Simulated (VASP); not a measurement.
# Sr: single point with PBE

Sr, a slab with vacuum:

```xyz
3
Lattice="4.2697 0.0000 0.0000 -2.1349 3.6977 0.0000 0.0000 0.0000 26.9724" Properties=species:S:1:pos:R:3 pbc="T T T"
Sr    0.0000    1.2326   10.0000
Sr    0.0000    3.6977   13.4862
Sr    2.1349    2.4651   16.9724
```

```json
{
 "Program": "VASP 6.6.1",
 "Task": "single point",
 "Functional": "PBE",
 "Potentials or basis": "VASP PAW PBE potentials, release 64 (Sr_sv)",
 "Cutoff": "520 eV",
 "k mesh": "9 × 9 × 1",
 "Occupations": "fermi-dirac, width 0.05 eV",
 "Spin": "no spin polarisation"
}
```

```json
{
  "Largest force": "0.078 eV/Å",
  "Band gap on the k mesh": "0.09 eV, indirect (least direct gap 0.29 eV)"
}
```

Forces on the atoms (eV/Å):
```
Sr   0.000  0.000  0.078
Sr   0.000  0.000  0.000
Sr   0.000  0.000 -0.078
```

Levels at points of the mesh, in eV from the valence-band top:
```csv
k point,band 11,band 12,band 13,band 14,band 15,band 16,band 17,band 18,band 19,band 20
"(0.00, 0.00, 0.00)",-18.44,-18.44,-3.38,-2.71,-1.71,0.09,0.47,1.05,1.87,2.21
```

Run time: 2.2 min on 1 thread of Intel(R) Xeon(R) Platinum 8488C (Sapphire Rapids), on a shared host, peak memory 0.52 GiB.
